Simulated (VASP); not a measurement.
# Sr in VASP: further runs

Sr is run at these levels: PBEsol; tasks: single point.

All numbers are computed with VASP 6.6.1; they aren't measurements. Logs are shortened: lines on timing, memory, paths and dates and some standing lists are left out, and cuts for length are marked.

### 1 The cell of the first run

The structure is monoclinic, space group C2/m (No. 12). The conventional cell has a = 8.171 Å, b = 7.214 Å, c = 3.952 Å, α = 90.00°, β = 117.75°, γ = 90.00°. Sr (site symmetry m) has 9 Sr at 3.69 to 4.65 Å within 4.8 Å.

### 2 Single point, PBEsol (strained and its atoms moved)

INCAR reads:

```
SYSTEM = Sr
PREC = Accurate ; ENCUT = 500
EDIFF = 1E-6 ; ISMEAR = 0
SIGMA = 0.1 ; LREAL = .False.
LASPH = .True. ; NELM = 120
ALGO = Normal ; ISIF = 2
LWAVE = .False. ; LCHARG = .False.
GGA = PS ; NBANDS = 17
GGA_COMPAT = .False.
```

KPOINTS reads:

```
Automatic mesh
0
Gamma
  10 10 10
  0 0 0
```

POSCAR reads:

```
Sr
1.0
   -3.5960850062      3.6069166844      1.9388888003
    3.6365025355     -3.6069166844      2.0130159658
    3.5960850062      3.6069166844     -1.9388888003
Sr
2
Direct
    0.7631491362      0.2669060165      0.5037568803
   -0.0131491362     -0.0169060165     -0.0037568803
```

Potentials or basis: VASP PAW PBE potentials, release 64 (Sr_sv).

Command:

```console
> cat potpaw_PBE.64/Sr_sv/POTCAR > POTCAR
> mpirun -np 1 vasp_std > vasp.out
```

OUTCAR:

```text
SYSTEM = Sr
   PREC = Accurate
   ENCUT = 500
   EDIFF = 1E-6
   ISMEAR = 0
   LREAL = .False.
   LASPH = .True.
   NELM = 120
   ISIF = 2
   GGA = PS

 ion  position               nearest neighbor table
   1  0.763  0.267  0.504-   2 3.69   2 3.76   2 3.77   2 3.77   2 4.60   2 4.60   2 4.65   2 4.83

   2  0.987  0.983  0.996-   1 3.69   1 3.76   1 3.77   1 3.77   1 4.60   1 4.60   1 4.65   1 4.83

  LATTYP: Found a base centered monoclinic cell.
 ALAT       =     8.1709527356
 B/A-ratio  =     0.8828631865
 C/A-ratio  =     0.4836781671
 COS(beta)  =    -0.4655542520

  Lattice vectors:

 A1 = (   3.5960850062,  -3.6069166844,  -1.9388888003)
 A2 = (   3.5960850062,   3.6069166844,  -1.9388888003)
 A3 = (   0.0404175293,   0.0000000000,   3.9519047661)

Analysis of symmetry for initial positions (statically):
=====================================================================
 Subroutine PRICEL returns:
 Original cell was already a primitive cell.

 Routine SETGRP: Setting up the symmetry group for a
 base centered monoclinic supercell.

 Subroutine GETGRP returns: Found  4 space group operations
 (whereof  2 operations were pure point group operations)
 out of a pool of  4 trial point group operations.

The static configuration has the point symmetry C_1h.
 The point group associated with its full space group is C_2h.

Analysis of symmetry for dynamics (positions and initial velocities):
=====================================================================
 Subroutine PRICEL returns:
 Original cell was already a primitive cell.

 Routine SETGRP: Setting up the symmetry group for a
 base centered monoclinic supercell.

 Subroutine GETGRP returns: Found  4 space group operations
 (whereof  2 operations were pure point group operations)
 out of a pool of  4 trial point group operations.

The dynamic configuration has the point symmetry C_1h.
 The point group associated with its full space group is C_2h.

 Subroutine INISYM returns: Found  4 space group operations
 (whereof  2 operations are pure point group operations),
 and found     1 'primitive' translations

----------------------------------------------------------------------------------------

                                     Primitive cell

  volume of cell :     103.0839

  direct lattice vectors                    reciprocal lattice vectors
    -3.596085006  3.606916684  1.938888800    -0.002593718  0.138622553  0.253069062
     3.636502536 -3.606916684  2.013015966     0.135683880  0.000000000  0.251654848
     3.596085006  3.606916684 -1.938888800     0.138277598  0.138622553 -0.001414214

  length of vectors
     5.449859183  5.503292827  5.449859183     0.288560028  0.285902567  0.195803234

  position of ions in fractional coordinates (direct lattice)
     0.763149136  0.266906017  0.503756880
     0.986850864  0.983093983  0.996243120

  ion indices of the primitive-cell ions
   primitive index   ion index
                 1           1
                 2           2

----------------------------------------------------------------------------------------

 KPOINTS: Automatic mesh

Automatic generation of k-mesh.
 Grid dimensions read from file:
 generate k-points for:   10   10   10

 Generating k-lattice:

  Cartesian coordinates                     Fractional coordinates (reciprocal lattice)
    -0.000259372  0.013862255  0.025306906     0.100000000  0.000000000 -0.000000000
     0.013568388  0.000000000  0.025165485     0.000000000  0.100000000 -0.000000000
     0.013827760  0.013862255 -0.000141421    -0.000000000  0.000000000  0.100000000

  Length of vectors
     0.028856003  0.028590257  0.019580323

  Shift w.r.t. Gamma in fractional coordinates (k-lattice)
     0.000000000  0.000000000  0.000000000

 Subroutine IBZKPT returns following result:
 ===========================================

 Found    282 irreducible k-points:

 Following reciprocal coordinates:
            Coordinates               Weight
  0.000000  0.000000  0.000000      1.000000
  0.100000 -0.000000  0.000000      4.000000
  0.200000 -0.000000  0.000000      4.000000
  0.300000  0.000000 -0.000000      4.000000
  0.400000 -0.000000  0.000000      4.000000
  0.500000  0.000000 -0.000000      2.000000
[... 16 lines left out ...]
 -0.400000  0.200000 -0.000000      4.000000
 -0.300000  0.200000  0.000000      4.000000
 [... further k-points ...]
   k-points           NKPTS =    282   k-points in BZ     NKDIM =    282   number of bands    NBANDS=     17
   number of dos      NEDOS =    301   number of ions     NIONS =      2
   total plane-waves  NPLWV =  64000
   dimension x,y,z NGX =    40 NGY =   40 NGZ =   40
   dimension x,y,z NGXF=    80 NGYF=   80 NGZF=   80
   ions per type =               2
   NGX,Y,Z   is equivalent  to a cutoff of  12.20, 12.08, 12.20 a.u.
   NGXF,Y,Z  is equivalent  to a cutoff of  24.40, 24.17, 24.40 a.u.
 SYSTEM =  Sr
   PREC   = accura    normal or accurate (medium, high low for compatibility)
   ISTART =      0    job   : 0-new  1-cont  2-samecut
   ICHARG =      2    charge: 1-file 2-atom 10-const
   ISPIN  =      1    spin polarized calculation?
   LNONCOLLINEAR =      F non collinear calculations
   LSORBIT =      F    spin-orbit coupling
   LASPH  =      T    aspherical Exc in radial PAW
   ENCUT  =  500.0 eV  36.75 Ry    6.06 a.u.   9.94 10.03  9.94*2*pi/ulx,y,z
   NELM   =    120;   NELMIN=  2; NELMDL= -5     # of ELM steps
   EDIFF  = 0.1E-05   stopping-criterion for ELM
   LREAL  =      F    real-space projection
   EDIFFG = 0.1E-04   stopping-criterion for IOM
   NSW    =      0    number of steps for IOM
   IBRION =     -1    ionic relax: 0-MD 1-quasi-New 2-CG
   NFREE  =      0    steps in history (QN), initial steepest desc. (CG)
   ISIF   =      2    stress and relaxation
   ISYM   =      2    0-nonsym 1-usesym 2-fastsym
   POTIM  = 0.5000    time-step for ionic-motion
   TEBEG  =    0.0;   TEEND  =   0.0 temperature during run
   PSTRESS=    0.0 pullay stress
   NELECT =      20.0000    total number of electrons
   NUPDOWN=      -1.0000    fix difference up-down
   EMIN   =  10.00;   EMAX   =-10.00  energy-range for DOS
   EFERMI =   0.00;   METHOD = LEGACY
   ISMEAR =     0;   SIGMA  =   0.10  broadening in eV -4-tet -1-fermi 0-gaus
   EFERMI_NEDOS =   21; number of points for ismear=-14 and -15
   IALGO  =     38    algorithm
   IMIX   =      4    mixing-type and parameters
     AMIX     =   0.40;   BMIX     =  1.00
     AMIX_MAG =   1.60;   BMIX_MAG =  1.00
  volume/ion in A,a.u.               =      51.54       347.82
  Fermi-wavevector in a.u.,A,eV,Ry     =   0.947737  1.790964 12.220831  0.898206
  Thomas-Fermi vector in A             =   2.075859
   LORBIT       =      0    0 simple, 1 ext, 2 COOP (PROOUT), +10 PAW based schemes
   GGA     = PS    functional components
   LHFCALC =     F    Hartree Fock is set to
   AEXX    =    0.0000 exact exchange contribution
   IVDW    =     0    specifies the selected vdW correction
   LEPSILON=     F    determine dielectric tensor
   LRPA    =     F    only Hartree local field effects (RPA)
 non-spin polarized calculation
 Gauss-broadening in eV      SIGMA  =   0.10
  energy-cutoff  :      500.00
  volume of cell :      103.08
 maximum number of plane-waves:      2642
   NGX = 19   NGY = 21   NGZ = 19

 number of electron      20.0000000 magnetization

 Free energy of the ion-electron system (eV)
  ---------------------------------------------------
  ext. energy  EPLUGINS =         0.00000000
  ---------------------------------------------------
  free energy    TOTEN  =        -3.16827858 eV

  energy without entropy =       -3.15231543  energy(sigma->0) =       -3.16029701

 E-fermi :   1.5666     XC(G=0):  -7.6260

 val. band max:        1.5554662082   @ k =   0.4000   0.1000   0.1000
 cond. band min:       1.5675216773   @ k =  -0.2000   0.4000   0.2000
 fundamental gap:      0.0120554691
 Fermi energy:         1.5665948301

 k-point     1 :       0.0000    0.0000    0.0000
  band No.  band energies     occupation
      1     -34.9077      2.00000
      2     -34.8541      2.00000
      3     -17.0646      2.00000
      4     -17.0399      2.00000
      5     -16.7840      2.00000
      6     -16.7791      2.00000
[... 9 lines left out ...]
     16       5.0876      0.00000
     17       5.1036      0.00000

 k-point     2 :       0.1000   -0.0000    0.0000
  band No.  band energies     occupation
      1     -34.9054      2.00000
      2     -34.8539      2.00000
      3     -17.0631      2.00000
      4     -17.0297      2.00000
      5     -16.8078      2.00000
      6     -16.8016      2.00000
[... 9 lines left out ...]
     16       4.7528      0.00000
     17       5.1016      0.00000

 k-point     3 :       0.2000   -0.0000    0.0000
  band No.  band energies     occupation
      1     -34.8992      2.00000
      2     -34.8536      2.00000
      3     -17.0592      2.00000
      4     -17.0050      2.00000
      5     -16.8694      2.00000
      6     -16.8530      2.00000
[... 9 lines left out ...]
     16       4.3290      0.00000
     17       4.7994      0.00000

 k-point     4 :       0.3000    0.0000   -0.0000
  band No.  band energies     occupation
      1     -34.8911      2.00000
      2     -34.8535      2.00000
      3     -17.0548      2.00000
      4     -16.9934      2.00000
      5     -16.9405      2.00000
      6     -16.8951      2.00000
[... 9 lines left out ...]
     16       4.4689      0.00000
     17       4.7945      0.00000
[... 343 lines left out ...]
      1     -34.8832      2.00000
      2     -34.8613      2.00000
      3     -17.0440      2.00000
      4     -16.9723      2.00000
      5     -16.9544      2.00000
      6     -16.8583      2.00000
[... 9 lines left out ...]
     16       4.2910      0.00000
     17       5.0771      0.00000

 k-point    23 :      -0.4000    0.2000   -0.0000
  band No.  band energies     occupation
      1     -34.8910      2.00000
      2     -34.8617      2.00000
      3     -17.0414      2.00000
      4     -16.9521      2.00000
      5     -16.9059      2.00000
      6     -16.8389      2.00000
[... 9 lines left out ...]
     16       4.4803      0.00000
     17       5.0342      0.00000

 k-point    24 :      -0.3000    0.2000    0.0000
  band No.  band energies     occupation
      1     -34.8983      2.00000
      2     -34.8609      2.00000
      3     -17.0412      2.00000
      4     -16.9837      2.00000
      5     -16.8495      2.00000
      6     -16.8021      2.00000
[... 9 lines left out ...]
     16       4.8517      0.00000
     17       5.0235      0.00000

 [... further k-points ...]
[... 5 lines left out ...]
  --------------------------------------------------------------------------------------
  -------------------------------------------------------------------------------------
  Total        0.2364368      0.0004934     -0.2823274      0.0000000      0.0000000      0.1125004
  in kB        3.6748093      0.0076685     -4.3880632      0.0000000      0.0000000      1.7485339
  external PRESSURE =      -0.2351951 kB  Pullay stress =       0.0000000 kB

 VOLUME and BASIS-vectors are now :
 -----------------------------------------------------------------------------
  energy-cutoff  :      500.00
  volume of cell :      103.08
      direct lattice vectors                 reciprocal lattice vectors
    -3.596085006  3.606916684  1.938888800    -0.002593718  0.138622553  0.253069062
     3.636502536 -3.606916684  2.013015966     0.135683880  0.000000000  0.251654848
     3.596085006  3.606916684 -1.938888800     0.138277598  0.138622553 -0.001414214

 POSITION                                       TOTAL-FORCE (eV/Angst)
 -----------------------------------------------------------------------------------
      0.03781      3.60692      1.04022        -0.092437      0.000000      0.030378
      3.60880      3.60692      1.96077         0.092437      0.000000     -0.030378
 -----------------------------------------------------------------------------------
    total drift:                               -0.000000      0.000000      0.000000

  FREE ENERGIE OF THE ION-ELECTRON SYSTEM (eV)
  ---------------------------------------------------
  free  energy   TOTEN  =        -3.1682785845 eV

  energy  without entropy=       -3.1523154275  energy(sigma->0) =       -3.16029701
```

It took 3.8 min on 1 thread of AMD EPYC 9R45 (Zen 5), shared host; peak memory 0.49 GiB.

What came out:

```
Free energy            : -3.1683 eV
Pressure               : 0.0 GPa
Largest force          : 0.097 eV/Å
Band gap on the k mesh : zero (band 10 reaches 1.89 eV, above the bottom of band 11 at 1.43 eV)
```

Forces on the atoms (eV/Å):
```
Sr  -0.092  0.000  0.030
Sr   0.092  0.000 -0.030
```

Stress tensor (GPa, compression positive):
```
 0.37  0.00  0.17
 0.00  0.00  0.00
 0.17  0.00 -0.44
```

Caveat: the cell differs from its parent crystal (strained and its atoms moved); the PAW data sets were made with another functional, which shifts forces and pressure a little.

### 3 Single point, PBEsol (atoms moved at random and the cell strained at random)

INCAR reads:

```
SYSTEM = Sr
ALGO = Normal
EDIFF = 1E-6
ENCUT = 500
GGA = PS
GGA_COMPAT = .FALSE.
ISIF = 2
ISMEAR = 0
LASPH = .TRUE.
LCHARG = .FALSE.
LREAL = .FALSE.
LWAVE = .FALSE.
NBANDS = 17
NELM = 120
PREC = Accurate
SIGMA = 0.1
```

KPOINTS reads:

```
k-points
0
G
  10 10 8
  0 0 0
```

POSCAR reads:

```
Sr
1.0
   -3.6446618841      3.6256329073      2.0047564104
    3.6322537026     -3.6386069342      2.0057941907
    3.6740162417      3.6679612917     -2.0285512306
Sr
2
Direct
    0.7387108420      0.2420375577      0.5054258111
    0.0112891580      0.0079624423     -0.0054258111
```

Potentials or basis: VASP PAW PBE potentials, release 64 (Sr_sv).

Command:

```console
> cat potpaw_PBE.64/Sr_sv/POTCAR > POTCAR
> mpirun -np 1 vasp_std > vasp.out
```

It took 5.4 min on 1 thread of AMD EPYC 9R45 (Zen 5), shared host; peak memory 0.66 GiB.

It converged, with:

- Free energy: -3.1591 eV
- Pressure: -0.3 GPa
- Largest force: 0.144 eV/Å
- Band gap on the k mesh: zero (band 10 reaches 1.78 eV, above the bottom of band 11 at 1.33 eV)

Forces in eV/Å, atoms in the order of the input:
```
Sr  -0.140 -0.024 -0.024
Sr   0.140  0.024  0.024
```

Stress tensor (GPa, compression positive):
```
-0.30  0.06  0.16
 0.06  0.19 -0.05
 0.16 -0.05 -0.80
```

Levels at points of the mesh, in eV from the Fermi level:
```csv
k point,band 6,band 7,band 8,band 9,band 10,band 11,band 12,band 13,band 14,band 15
"(0.00, 0.00, 0.00)",-18.43,-18.40,-18.39,-3.52,-0.38,0.69,1.08,1.75,2.77,2.86
"(0.50, 0.00, 0.00)",-18.51,-18.49,-18.39,-0.82,-0.08,0.00,1.15,1.36,1.70,2.57
"(0.00, 0.50, 0.00)",-18.52,-18.46,-18.37,-0.88,-0.13,-0.01,1.03,1.20,2.07,2.56
"(0.50, 0.50, 0.00)",-18.52,-18.41,-18.41,-1.86,-1.84,1.08,1.08,1.62,1.65,2.56
"(0.00, 0.00, 0.50)",-18.52,-18.41,-18.41,-1.90,-1.84,1.07,1.13,1.66,1.69,2.49
"(0.50, 0.00, 0.50)",-18.49,-18.49,-18.37,-0.90,-0.09,-0.03,1.03,1.24,1.99,2.41
"(0.00, 0.50, 0.50)",-18.51,-18.49,-18.39,-0.84,-0.10,0.00,1.13,1.37,1.75,2.56
"(0.50, 0.50, 0.50)",-18.42,-18.37,-18.36,-1.15,-1.13,0.00,0.02,1.56,1.82,3.34
```

Caveat: the cell differs from its parent crystal (atoms moved at random and the cell strained at random); the PAW data sets were made with another functional, which shifts forces and pressure a little.
